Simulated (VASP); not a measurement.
Wanted: the native input for a VASP 6.6.1 run.

| Property | Result |
| --- | --- |
| Task | relaxation of cell and atoms |
| Functional | LDA |
| Potentials or basis | VASP PAW LDA potentials, release 64 (Hg_sv_GW) |
| Cutoff | 550 eV |
| k mesh | 7 × 7 × 4 |
| Occupations | fermi-dirac, width 0.1 eV |
| Spin | no spin polarisation |
| Target pressure | 40 GPa |
| Dipole correction | no |
| Further INCAR settings | ALGO = Normal; EDIFF = 1e-07; IBRION = 2; EDIFFG = -0.03; NSW = 50; ISIF = 3 |

The structure of Hg lies in POSCAR:

```
Hg
1.0
    3.2100000000      0.0000000000      0.0000000000
   -1.6050000000      2.7799415461      0.0000000000
    0.0000000000      0.0000000000      5.2419300000
Hg
2
Direct
    0.3333333333      0.6666666667      0.2500000000
    0.6666666667      0.3333333333      0.7500000000
```

These files were run (other wordings do the same):

INCAR

```
  PREC = Accurate
  ENCUT = 550
  EDIFF = 1E-7
  ISMEAR = -1
  SIGMA = 0.1
  LREAL = False
  LASPH = True
  NELM = 120
  ALGO = Normal
  ISIF = 3
  LWAVE = False
  LCHARG = False
  IBRION = 2
  NSW = 50
  EDIFFG = -0.03
  PSTRESS = 400.0
  GGA_COMPAT = False
  NELMIN = 4
```

KPOINTS

```
regular mesh
0
Gamma
  7 7 4
```

Potentials or basis: VASP PAW LDA potentials, release 64 (Hg_sv_GW).

Command:

```bash
$ cat potpaw_LDA.64/Hg_sv_GW/POTCAR > POTCAR
$ mpirun -np 1 vasp_std > vasp.out
```

Results of the run:

```yaml
Relaxed_volume: 16.56 Å³/atom
Relaxed_cell: a = 2.817 Å, b = 2.817 Å, c = 4.819 Å, α = 90.00°, β = 90.00°, γ = 120.00°
Space_group_after_relaxing_to_0.1_Å: P6_3/mmc (No. 194)
Energy_change_on_relaxing_the_run_minimises_the_enthalpy: +450.3 meV/atom
Ionic_steps: 15
Pressure_after_relaxing: 39.9 GPa
Band_gap_on_the_k_mesh: zero (bands 20 and 21 overlap by 2.16 eV)
```

Caveat: the cell is relaxed towards a set pressure, so the run minimises the enthalpy, not the energy; the volume moved by over 15 % at a fixed basis, so the end points are rough; spin-orbit coupling is left out, which moves the levels of the heavy elements.

It took 3.2 min on 1 thread of Intel(R) Xeon(R) 6975P-C (Granite Rapids), with other jobs on the host, peak memory 0.19 GiB.
